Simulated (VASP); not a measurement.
# SiW (zincblende type) (F-43m) in VASP: notebook

The runs below take SiW (zincblende type) through single point, with PBE.

Program: VASP 6.6.1. These are calculated values, not measurements. Logs are shortened: lines on timing, memory, paths and dates and some standing lists are left out, and cuts for length are marked.

### Step 1. The cell of the first run

Symmetry: F-43m, No. 216, cubic system. The conventional cell has a = 4.958 Å, b = 4.958 Å, c = 4.958 Å, α = 90.00°, β = 90.00°, γ = 90.00°. W (site symmetry -43m) has 4 Si at 2.15 Å within 2.8 Å. Si (site symmetry -43m) has 4 W at 2.15 Å within 2.8 Å.

### Step 2. Single point, PBE (volume scaled by 0.7)

The input, INCAR:

```
PREC = Accurate ; ENCUT = 520
EDIFF = 1E-6 ; ISMEAR = -1
SIGMA = 0.08 ; LREAL = F
LASPH = T ; NELM = 100
ALGO = Normal ; ISIF = 2
LWAVE = F ; LCHARG = T
GGA = PE ; LELF = T
LVHAR = T ; NBANDS = 16
```

The input, KPOINTS:

```
regular mesh
0
Gamma
  11 11 11
```

The input, POSCAR:

```
SiW
1.0
    0.0000000000      2.4791425101      2.4791425101
    2.4791425101      0.0000000000      2.4791425101
    2.4791425101      2.4791425101      0.0000000000
W Si
1 1
Direct
    0.0000000000      0.0000000000      0.0000000000
    0.2500000000      0.2500000000      0.2500000000
```

Potentials or basis: VASP PAW PBE potentials, release 64 (W_sv, Si).

Launch:

```console
cat potpaw_PBE.64/W_sv/POTCAR potpaw_PBE.64/Si/POTCAR > POTCAR
mpirun -np 1 vasp_std > vasp.out
```

OUTCAR:

```text
PREC = Accurate
   ENCUT = 520
   EDIFF = 1E-6
   ISMEAR = -1
   LREAL = F
   LASPH = T
   NELM = 100
   ISIF = 2
   GGA = PE

 ion  position               nearest neighbor table
   1  0.000  0.000  0.000-   2 2.15   2 2.15   2 2.15   2 2.15
   2  0.250  0.250  0.250-   1 2.15   1 2.15   1 2.15   1 2.15

  LATTYP: Found a face centered cubic cell.
 ALAT       =     4.9582850202

  Lattice vectors:

 A1 = (   0.0000000000,   2.4791425101,   2.4791425101)
 A2 = (   2.4791425101,   0.0000000000,   2.4791425101)
 A3 = (   2.4791425101,   2.4791425101,   0.0000000000)

Analysis of symmetry for initial positions (statically):
=====================================================================
 Subroutine PRICEL returns:
 Original cell was already a primitive cell.

 Routine SETGRP: Setting up the symmetry group for a
 face centered cubic supercell.

 Subroutine GETGRP returns: Found 24 space group operations
 (whereof 24 operations were pure point group operations)
 out of a pool of 48 trial point group operations.

The static configuration has the point symmetry T_d .

Analysis of symmetry for dynamics (positions and initial velocities):
=====================================================================
 Subroutine PRICEL returns:
 Original cell was already a primitive cell.

 Routine SETGRP: Setting up the symmetry group for a
 face centered cubic supercell.

 Subroutine GETGRP returns: Found 24 space group operations
 (whereof 24 operations were pure point group operations)
 out of a pool of 48 trial point group operations.

The dynamic configuration has the point symmetry T_d .

 Subroutine INISYM returns: Found 24 space group operations
 (whereof 24 operations are pure point group operations),
 and found     1 'primitive' translations

----------------------------------------------------------------------------------------

                                     Primitive cell

  volume of cell :      30.4744

  direct lattice vectors                    reciprocal lattice vectors
     0.000000000  2.479142510  2.479142510    -0.201682637  0.201682637  0.201682637
     2.479142510  0.000000000  2.479142510     0.201682637 -0.201682637  0.201682637
     2.479142510  2.479142510  0.000000000     0.201682637  0.201682637 -0.201682637

  length of vectors
     3.506036961  3.506036961  3.506036961     0.349324575  0.349324575  0.349324575

  position of ions in fractional coordinates (direct lattice)
     0.000000000  0.000000000  0.000000000
     0.250000000  0.250000000  0.250000000

  ion indices of the primitive-cell ions
   primitive index   ion index
                 1           1
                 2           2

----------------------------------------------------------------------------------------

 KPOINTS: regular mesh

Automatic generation of k-mesh.
 Grid dimensions read from file:
 generate k-points for:   11   11   11

 Generating k-lattice:

  Cartesian coordinates                     Fractional coordinates (reciprocal lattice)
    -0.018334785  0.018334785  0.018334785     0.090909091  0.000000000  0.000000000
     0.018334785 -0.018334785  0.018334785     0.000000000  0.090909091  0.000000000
     0.018334785  0.018334785 -0.018334785     0.000000000  0.000000000  0.090909091

  Length of vectors
     0.031756780  0.031756780  0.031756780

  Shift w.r.t. Gamma in fractional coordinates (k-lattice)
     0.000000000  0.000000000  0.000000000

 Subroutine IBZKPT returns following result:
 ===========================================

 Found     56 irreducible k-points:

 Following reciprocal coordinates:
            Coordinates               Weight
  0.000000  0.000000  0.000000      1.000000
  0.090909  0.000000  0.000000      8.000000
  0.181818  0.000000  0.000000      8.000000
  0.272727  0.000000  0.000000      8.000000
  0.363636  0.000000  0.000000      8.000000
  0.454545  0.000000  0.000000      8.000000
[... 16 lines left out ...]
 -0.272727  0.181818  0.000000     24.000000
 -0.181818  0.181818  0.000000     12.000000
 [... further k-points ...]
   k-points           NKPTS =     56   k-points in BZ     NKDIM =     56   number of bands    NBANDS=     16
   number of dos      NEDOS =    301   number of ions     NIONS =      2
   total plane-waves  NPLWV =  21952
   dimension x,y,z NGX =    28 NGY =   28 NGZ =   28
   dimension x,y,z NGXF=    56 NGYF=   56 NGZF=   56
   ions per type =               1   1
   NGX,Y,Z   is equivalent  to a cutoff of  13.28, 13.28, 13.28 a.u.
   NGXF,Y,Z  is equivalent  to a cutoff of  26.55, 26.55, 26.55 a.u.
 SYSTEM =  unknown system
   PREC   = accura    normal or accurate (medium, high low for compatibility)
   ISTART =      0    job   : 0-new  1-cont  2-samecut
   ICHARG =      2    charge: 1-file 2-atom 10-const
   ISPIN  =      1    spin polarized calculation?
   LNONCOLLINEAR =      F non collinear calculations
   LSORBIT =      F    spin-orbit coupling
   LASPH  =      T    aspherical Exc in radial PAW
   ENCUT  =  520.0 eV  38.22 Ry    6.18 a.u.   6.52  6.52  6.52*2*pi/ulx,y,z
   NELM   =    100;   NELMIN=  2; NELMDL= -5     # of ELM steps
   EDIFF  = 0.1E-05   stopping-criterion for ELM
   LREAL  =      F    real-space projection
   EDIFFG = 0.1E-04   stopping-criterion for IOM
   NSW    =      0    number of steps for IOM
   IBRION =     -1    ionic relax: 0-MD 1-quasi-New 2-CG
   NFREE  =      0    steps in history (QN), initial steepest desc. (CG)
   ISIF   =      2    stress and relaxation
   ISYM   =      2    0-nonsym 1-usesym 2-fastsym
   POTIM  = 0.5000    time-step for ionic-motion
   TEBEG  =    0.0;   TEEND  =   0.0 temperature during run
   PSTRESS=    0.0 pullay stress
   NELECT =      18.0000    total number of electrons
   NUPDOWN=      -1.0000    fix difference up-down
   EMIN   =  10.00;   EMAX   =-10.00  energy-range for DOS
   EFERMI =   0.00;   METHOD = LEGACY
   ISMEAR =    -1;   SIGMA  =   0.08  broadening in eV -4-tet -1-fermi 0-gaus
   EFERMI_NEDOS =   21; number of points for ismear=-14 and -15
   IALGO  =     38    algorithm
   IMIX   =      4    mixing-type and parameters
     AMIX     =   0.40;   BMIX     =  1.00
     AMIX_MAG =   1.60;   BMIX_MAG =  1.00
  volume/ion in A,a.u.               =      15.24       102.83
  Fermi-wavevector in a.u.,A,eV,Ry     =   1.373581  2.595691 25.670437  1.886724
  Thomas-Fermi vector in A             =   2.499085
   LORBIT       =      0    0 simple, 1 ext, 2 COOP (PROOUT), +10 PAW based schemes
   GGA     = PE    functional components
   LHFCALC =     F    Hartree Fock is set to
   AEXX    =    0.0000 exact exchange contribution
   IVDW    =     0    specifies the selected vdW correction
   LEPSILON=     F    determine dielectric tensor
   LRPA    =     F    only Hartree local field effects (RPA)
 non-spin polarized calculation
  energy-cutoff  :      520.00
  volume of cell :       30.47
 maximum number of plane-waves:       869
 NGX is ok and might be reduce to    28
   NGX = 13   NGY = 13   NGZ = 13

 number of electron      18.0000001 magnetization

 Free energy of the ion-electron system (eV)
  ---------------------------------------------------
  ext. energy  EPLUGINS =         0.00000000
  ---------------------------------------------------
  free energy    TOTEN  =       -13.06131595 eV

  energy without entropy =      -13.03745659  energy(sigma->0) =      -13.04938627

 E-fermi :   9.4173     XC(G=0): -12.0761

 val. band max:        9.4052321301   @ k =  -0.2727   0.3636   0.0909
 cond. band min:       9.4748379348   @ k =  -0.4545   0.1818   0.0000
 fundamental gap:      0.0696058047
 Fermi energy:         9.4172869600

 k-point     1 :       0.0000    0.0000    0.0000
  band No.  band energies     occupation
      1     -63.7435      2.00000
      2     -28.1819      2.00000
      3     -28.1819      2.00000
      4     -28.1819      2.00000
      5      -1.7208      2.00000
      6       5.8253      2.00000
[... 8 lines left out ...]
     15      23.2813      0.00000
     16      23.2813      0.00000

 k-point     2 :       0.0909    0.0000    0.0000
  band No.  band energies     occupation
      1     -63.7429      2.00000
      2     -28.1965      2.00000
      3     -28.1840      2.00000
      4     -28.1840      2.00000
      5      -1.5445      2.00000
      6       5.7064      2.00000
[... 8 lines left out ...]
     15      22.0631      0.00000
     16      22.7539      0.00000

 k-point     3 :       0.1818    0.0000    0.0000
  band No.  band energies     occupation
      1     -63.7414      2.00000
      2     -28.2352      2.00000
      3     -28.1895      2.00000
      4     -28.1895      2.00000
      5      -1.0450      2.00000
      6       5.4273      2.00000
[... 8 lines left out ...]
     15      20.3964      0.00000
     16      21.7004      0.00000

 k-point     4 :       0.2727    0.0000    0.0000
  band No.  band energies     occupation
      1     -63.7394      2.00000
      2     -28.2855      2.00000
      3     -28.1968      2.00000
      4     -28.1968      2.00000
      5      -0.3208      2.00000
      6       5.1552      2.00000
[... 8 lines left out ...]
     15      20.8958      0.00000
     16      21.6035      0.00000

 k-point     5 :       0.3636    0.0000    0.0000
  band No.  band energies     occupation
      1     -63.7376      2.00000
      2     -28.3313      2.00000
      3     -28.2035      2.00000
      4     -28.2035      2.00000
      5       0.4303      2.00000
      6       5.0437      2.00000
[... 8 lines left out ...]
     15      22.5040      0.00000
     16      22.5042      0.00000

 k-point     6 :       0.4545    0.0000    0.0000
  band No.  band energies     occupation
      1     -63.7365      2.00000
      2     -28.3583      2.00000
      3     -28.2075      2.00000
      4     -28.2075      2.00000
      5       0.9183      2.00000
      6       5.1052      2.00000
[... 8 lines left out ...]
     15      23.2239      0.00000
     16      23.2239      0.00000

 k-point     7 :       0.0909    0.0909    0.0000
  band No.  band energies     occupation
      1     -63.7427      2.00000
      2     -28.1963      2.00000
      3     -28.1872      2.00000
      4     -28.1872      2.00000
      5      -1.4852      2.00000
      6       5.6253      2.00000
[... 8 lines left out ...]
     15      22.0285      0.00000
     16      22.5375      0.00000

 k-point     8 :       0.1818    0.0909    0.0000
  band No.  band energies     occupation
      1     -63.7415      2.00000
      2     -28.2252      2.00000
      3     -28.1936      2.00000
      4     -28.1913      2.00000
      5      -1.0911      2.00000
      6       5.3849      2.00000
[... 8 lines left out ...]
     15      20.6582      0.00000
     16      21.7157      0.00000

 k-point     9 :       0.2727    0.0909    0.0000
  band No.  band energies     occupation
      1     -63.7397      2.00000
      2     -28.2705      2.00000
      3     -28.2014      2.00000
      4     -28.1980      2.00000
      5      -0.4332      2.00000
      6       5.1246      2.00000
[... 8 lines left out ...]
     15      20.5908      0.00000
     16      21.1468      0.00000
[... 172 lines left out ...]
 k-point    19 :       0.3636    0.1818    0.0000
  band No.  band energies     occupation
      1     -63.7375      2.00000
      2     -28.3048      2.00000
      3     -28.2203      2.00000
      4     -28.2168      2.00000
      5       0.4708      2.00000
      6       4.7061      2.00000
[... 8 lines left out ...]
     15      20.7070      0.00000
     16      22.1944      0.00000

 k-point    20 :       0.4545    0.1818    0.0000
  band No.  band energies     occupation
      1     -63.7361      2.00000
      2     -28.3340      2.00000
      3     -28.2327      2.00000
      4     -28.2199      2.00000
      5       1.1331      2.00000
      6       4.7652      2.00000
[... 8 lines left out ...]
     15      21.5681      0.00000
     16      22.3464      0.00000

 k-point    21 :      -0.4545    0.1818    0.0000
  band No.  band energies     occupation
      1     -63.7355      2.00000
      2     -28.3454      2.00000
      3     -28.2426      2.00000
      4     -28.2181      2.00000
      5       1.4493      2.00000
      6       5.0070      2.00000
[... 8 lines left out ...]
     15      21.9977      0.00000
     16      22.3859      0.00000

 k-point    22 :      -0.3636    0.1818    0.0000
  band No.  band energies     occupation
      1     -63.7359      2.00000
      2     -28.3366      2.00000
      3     -28.2460      2.00000
      4     -28.2121      2.00000
      5       1.2722      2.00000
      6       5.1479      2.00000
[... 8 lines left out ...]
     15      21.8387      0.00000
     16      22.2089      0.00000

 k-point    23 :      -0.2727    0.1818    0.0000
  band No.  band energies     occupation
      1     -63.7371      2.00000
      2     -28.3120      2.00000
      3     -28.2399      2.00000
      4     -28.2037      2.00000
      5       0.6845      2.00000
      6       5.0580      2.00000
[... 8 lines left out ...]
     15      20.9229      0.00000
     16      21.7291      0.00000

 k-point    24 :      -0.1818    0.1818    0.0000
  band No.  band energies     occupation
      1     -63.7387      2.00000
      2     -28.2817      2.00000
      3     -28.2239      2.00000
      4     -28.1955      2.00000
      5      -0.0517      2.00000
      6       5.0880      2.00000
[... 8 lines left out ...]
     15      19.9177      0.00000
     16      20.9271      0.00000

 [... further k-points ...]
[... 5 lines left out ...]
  --------------------------------------------------------------------------------------
  -------------------------------------------------------------------------------------
  Total       14.9287709     14.9287709     14.9287709      0.0000000      0.0000000      0.0000000
  in kB      784.8743975    784.8743975    784.8743975      0.0000000      0.0000000      0.0000000
  external PRESSURE =     784.8743975 kB  Pullay stress =       0.0000000 kB

 VOLUME and BASIS-vectors are now :
 -----------------------------------------------------------------------------
  energy-cutoff  :      520.00
  volume of cell :       30.47
      direct lattice vectors                 reciprocal lattice vectors
     0.000000000  2.479142510  2.479142510    -0.201682637  0.201682637  0.201682637
     2.479142510  0.000000000  2.479142510     0.201682637 -0.201682637  0.201682637
     2.479142510  2.479142510  0.000000000     0.201682637  0.201682637 -0.201682637

 POSITION                                       TOTAL-FORCE (eV/Angst)
 -----------------------------------------------------------------------------------
      0.00000      0.00000      0.00000        -0.000000     -0.000000     -0.000000
      1.23957      1.23957      1.23957         0.000000      0.000000      0.000000
 -----------------------------------------------------------------------------------
    total drift:                               -0.000001     -0.000001     -0.000001

  FREE ENERGIE OF THE ION-ELECTRON SYSTEM (eV)
  ---------------------------------------------------
  free  energy   TOTEN  =       -13.0613159493 eV

  energy  without entropy=      -13.0374565853  energy(sigma->0) =      -13.04938627
```

Wall time 16 s (1 thread of Intel Xeon 6975P-C (Granite Rapids), shared host); peak memory 0.17 GiB.

What came out:

```yaml
Free_energy: -13.0613 eV
Pressure: 78.5 GPa
Band_gap_on_the_k_mesh: zero (band 9 reaches 10.07 eV, above the bottom of band 10 at 8.98 eV)
```

Caveat: spin-orbit coupling is left out, which moves the levels of the heavy elements.

### Step 3. Single point, PBE (volume scaled by 0.8)

The input, INCAR:

```
PREC = Accurate ; ENCUT = 520
EDIFF = 1E-7 ; ISMEAR = -1
SIGMA = 0.08 ; LREAL = F
LASPH = T ; NELM = 80
ALGO = Normal ; ISIF = 2
LWAVE = F ; LCHARG = F
GGA = PE ; NBANDS = 16
```

KPOINTS is that of step 2.

The input, POSCAR:

```
SiW
1.0
    0.0000000000      2.5919829552      2.5919829552
    2.5919829552      0.0000000000      2.5919829552
    2.5919829552      2.5919829552      0.0000000000
W Si
1 1
Direct
    0.0000000000      0.0000000000      0.0000000000
    0.2500000000      0.2500000000      0.2500000000
```

Potentials or basis: VASP PAW PBE potentials, release 64 (W_sv, Si).

Launch:

```console
cat potpaw_PBE.64/W_sv/POTCAR potpaw_PBE.64/Si/POTCAR > POTCAR
mpirun -np 1 vasp_std > vasp.out
```

OUTCAR:

```text
PREC = Accurate
   ENCUT = 520
   EDIFF = 1E-7
   ISMEAR = -1
   LREAL = F
   LASPH = T
   NELM = 80
   ISIF = 2
   GGA = PE

 ion  position               nearest neighbor table
   1  0.000  0.000  0.000-   2 2.24   2 2.24   2 2.24   2 2.24
   2  0.250  0.250  0.250-   1 2.24   1 2.24   1 2.24   1 2.24

  LATTYP: Found a face centered cubic cell.
 ALAT       =     5.1839659104

  Lattice vectors:

 A1 = (   0.0000000000,   2.5919829552,   2.5919829552)
 A2 = (   2.5919829552,   0.0000000000,   2.5919829552)
 A3 = (   2.5919829552,   2.5919829552,   0.0000000000)

Analysis of symmetry for initial positions (statically):
=====================================================================
 Subroutine PRICEL returns:
 Original cell was already a primitive cell.

 Routine SETGRP: Setting up the symmetry group for a
 face centered cubic supercell.

 Subroutine GETGRP returns: Found 24 space group operations
 (whereof 24 operations were pure point group operations)
[... 152 lines left out ...]

 number of electron      18.0000002 magnetization

 Free energy of the ion-electron system (eV)
  ---------------------------------------------------
  ext. energy  EPLUGINS =         0.00000000
  ---------------------------------------------------
  free energy    TOTEN  =       -14.59951211 eV

  energy without entropy =      -14.56788475  energy(sigma->0) =      -14.58369843

 E-fermi :   7.8620     XC(G=0): -11.4205

 val. band max:        7.8594829582   @ k =  -0.1818   0.0909   0.0000
 cond. band min:       7.9003192201   @ k =  -0.4545   0.1818   0.0909
 fundamental gap:      0.0408362619
 Fermi energy:         7.8620312527

 k-point     1 :       0.0000    0.0000    0.0000
  band No.  band energies     occupation
      1     -65.5722      2.00000
      2     -29.9121      2.00000
      3     -29.9121      2.00000
      4     -29.9121      2.00000
      5      -2.6305      2.00000
      6       4.6400      2.00000
[... 433 lines left out ...]
      3     -29.9363      2.00000
      4     -29.9202      2.00000
      5      -1.2053      2.00000
      6       3.9265      2.00000
[... 8 lines left out ...]
     15      17.2339      0.00000
     16      18.4273      0.00000

 [... further k-points ...]
[... 5 lines left out ...]
  --------------------------------------------------------------------------------------
  -------------------------------------------------------------------------------------
  Total        8.3086517      8.3086517      8.3086517      0.0000000      0.0000000     -0.0000000
  in kB      382.2211510    382.2211510    382.2211510      0.0000000      0.0000000     -0.0000000
  external PRESSURE =     382.2211510 kB  Pullay stress =       0.0000000 kB

 VOLUME and BASIS-vectors are now :
 -----------------------------------------------------------------------------
  energy-cutoff  :      520.00
  volume of cell :       34.83
      direct lattice vectors                 reciprocal lattice vectors
     0.000000000  2.591982955  2.591982955    -0.192902503  0.192902503  0.192902503
     2.591982955  0.000000000  2.591982955     0.192902503 -0.192902503  0.192902503
     2.591982955  2.591982955  0.000000000     0.192902503  0.192902503 -0.192902503

 POSITION                                       TOTAL-FORCE (eV/Angst)
 -----------------------------------------------------------------------------------
      0.00000      0.00000      0.00000         0.000000      0.000000      0.000000
      1.29599      1.29599      1.29599        -0.000000     -0.000000     -0.000000
 -----------------------------------------------------------------------------------
    total drift:                               -0.000000     -0.000000     -0.000000

  FREE ENERGIE OF THE ION-ELECTRON SYSTEM (eV)
  ---------------------------------------------------
  free  energy   TOTEN  =       -14.5995121104 eV

  energy  without entropy=      -14.5678847524  energy(sigma->0) =      -14.58369843
```

Run time: 14 s. Hardware: 1 thread of Intel Xeon 6975P-C (Granite Rapids), shared host; peak memory 0.17 GiB.

Results:

* Free energy: -14.5995 eV
* Pressure: 38.2 GPa
* Band gap on the k mesh: zero (band 9 reaches 8.41 eV, above the bottom of band 10 at 7.57 eV)

Caveat: spin-orbit coupling is left out, which moves the levels of the heavy elements.

(Part 1 of 2 ends here.)
